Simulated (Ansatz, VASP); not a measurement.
# BN: VASP beside Ansatz

```
B N
1.0
     2.55000    0.00000    0.00000
    -1.27500    2.20836    0.00000
     0.00000    0.00000    4.21000
B N
2 2
Direct
  0.33333 0.66667 0.00000
  0.66667 0.33333 0.50000
  0.33333 0.66667 0.37400
  0.66667 0.33333 0.87400
```

Alike in both runs: task single point; functional PBE; k mesh 9 × 9 × 4; occupations gaussian, width 0.1 eV; no spin polarisation.

|  | VASP | Ansatz |
| --- | --- | --- |
| version | VASP 6.6.1 | Ansatz 0.2.0 |
| potentials or method | VASP PAW PBE potentials, release 64 (B, N), cutoff 520 eV | scalar-relativistic, plane waves, PAW |
| valence electrons in the cell | 16 | 16 |

```tsv
	VASP	Ansatz	Ansatz less VASP
gap on the k mesh at the Fermi level (eV)	5.16	5.18	+0.012
least direct gap on the mesh (eV)	8.24	8.24	+0.002
pressure (GPa)	2.9	2.4	-0.46
traceless stress, the component that is largest in VASP (GPa)	1.12	1.14	+0.028
rms of the force components (eV/Å)	0.033	0.034	+0.0013
```

Atom by atom the forces differ by 0.001 eV/Å (rms over components).
